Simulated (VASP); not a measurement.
**Ru: single point with PBEsol**

The system is Ru.

```
CELL_PARAMETERS angstrom
2.70580 0.00000 0.00000
-1.35290 2.34329 0.00000
0.00000 0.00000 4.19626
ATOMIC_POSITIONS crystal
Ru 0.33333 0.66667 0.25000
Ru 0.66667 0.33333 0.75000
```

This cell differs from its parent crystal: zz strain of -2 %.

```
Program             : VASP 6.6.1
Task                : single point
Functional          : PBEsol
Potentials or basis : VASP PAW PBE potentials, release 64 (Ru_pv)
Cutoff              : 520 eV
k mesh              : 14 × 14 × 8
Occupations         : fermi-dirac, width 0.03 eV
Spin                : no spin polarisation
```

The pressure is 0.8 GPa. The band gap on the k mesh is zero (bands 14 and 15 overlap by 3.31 eV).

Stress tensor (GPa, compression positive):
```
-2.01  0.00  0.00
 0.00 -2.01  0.00
 0.00  0.00  6.52
```

Levels at points of the mesh, in eV from the Fermi level:
| k point | band 10 | band 11 | band 12 | band 13 | band 14 | band 15 | band 16 | band 17 | band 18 | band 19 |
| --- | --- | --- | --- | --- | --- | --- | --- | --- | --- | --- |
| (0.00, 0.00, 0.00) | -2.71 | -2.31 | -1.95 | -1.95 | -1.59 | -1.59 | 1.23 | 1.23 | 1.50 | 10.23 |
| (0.50, 0.00, 0.00) | -3.27 | -2.02 | -1.93 | -1.46 | 1.36 | 1.84 | 2.09 | 4.12 | 6.18 | 10.24 |
| (0.00, 0.00, 0.50) | -2.93 | -2.93 | -2.93 | -2.69 | -2.69 | 0.59 | 0.59 | 0.59 | 0.59 | 10.25 |
| (0.50, 0.00, 0.50) | -4.61 | -1.17 | -1.17 | 0.43 | 0.43 | 1.66 | 1.66 | 3.43 | 3.43 | 10.23 |

It took 74 s on 1 thread of Intel Xeon 8259CL, with other jobs on the host, peak memory 0.17 GiB.

Caveat: the cell differs from its parent crystal (zz strain of -2 %); the PAW data sets were made with another functional, which shifts forces and pressure a little.
